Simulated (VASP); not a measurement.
Write the native input for VASP 6.6.1 that does the following.

- Task: single point
- Functional: LDA
- Potentials or basis: VASP PAW LDA potentials, release 64 (Ge_d)
- Cutoff: 520 eV
- k mesh: 14 × 14 × 14
- Occupations: fermi-dirac, width 0.1 eV
- Spin: no spin polarisation
- Dipole correction: no
- Further INCAR settings: ALGO = Normal; EDIFF = 1e-06; NBANDS = 21

The structure of Ge lies in POSCAR:

```
Ge
1.0
    0.0000000000      2.7364416485      2.7364416485
    2.7364416485      0.0000000000      2.7364416485
    2.7364416485      2.7364416485      0.0000000000
Ge
2
Direct
    0.5000000000      0.5000000000      0.5000000000
    0.7500000000      0.7500000000      0.7500000000
```

The input as run:

INCAR

```
PREC     = Accurate       # precision mode
ENCUT    = 520            # plane-wave cutoff, eV
EDIFF    = 1E-6           # SCF threshold, eV
ISMEAR   = -1             # smearing method
SIGMA    = 0.1            # smearing width, eV
LREAL    = False          # projectors in reciprocal space
LASPH    = True           # aspherical terms in the spheres
NELM     = 60             # most SCF steps
ALGO     = Normal         # electronic algorithm
ISIF     = 2              # what is computed and relaxed
LWAVE    = False          # write WAVECAR
LCHARG   = False          # write CHGCAR
NBANDS   = 21             # bands
```

KPOINTS

```
regular mesh
0
Gamma
  14 14 14
```

Potentials or basis: VASP PAW LDA potentials, release 64 (Ge_d).

Command:

```console
$ cat potpaw_LDA.64/Ge_d/POTCAR > POTCAR
$ mpirun -np 1 vasp_std > vasp.out
```

Results of the run:

```
Pressure               : 7.4 GPa
Band gap on the k mesh : 0.35 eV (least direct gap 0.80 eV)
```

Caveat: the cell stands under pressure; semilocal functionals underestimate gaps, and a narrow one can read as zero.

It took 110 s on 1 thread of Intel Xeon 8259CL (shared host), peak memory 0.19 GiB.
